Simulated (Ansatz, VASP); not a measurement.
# KCl in VASP and in Ansatz

```
K Cl
1.0
     0.00000    3.12180    3.12180
     3.12180    0.00000    3.12180
     3.12180    3.12180    0.00000
K Cl
1 1
Cartesian
  0.0000 0.0000 0.0000
  3.1218 3.1218 3.1218
```

Alike in both runs: task single point; functional r2SCAN; k mesh 6 × 6 × 6; occupations gaussian, width 0.02 eV; no spin polarisation.

|  | VASP | Ansatz |
| --- | --- | --- |
| version | VASP 6.6.1 | Ansatz 0.2.0 |
| potentials or method | VASP PAW PBE potentials, release 64 (K_sv, Cl), cutoff 550 eV | scalar-relativistic, plane waves, PAW |
| valence electrons in the cell | 16 | 16 |

|  | VASP | Ansatz | Ansatz less VASP |
| --- | --- | --- | --- |
| gap on the k mesh at the Fermi level (eV) | 5.91 | 5.91 | -0.004 |
| least direct gap on the mesh (eV) | 5.91 | 5.91 | -0.004 |
| pressure (GPa) | 0.5 | 0.5 | -0.01 |

VASP's potentials were made for PBE, not for r2SCAN.
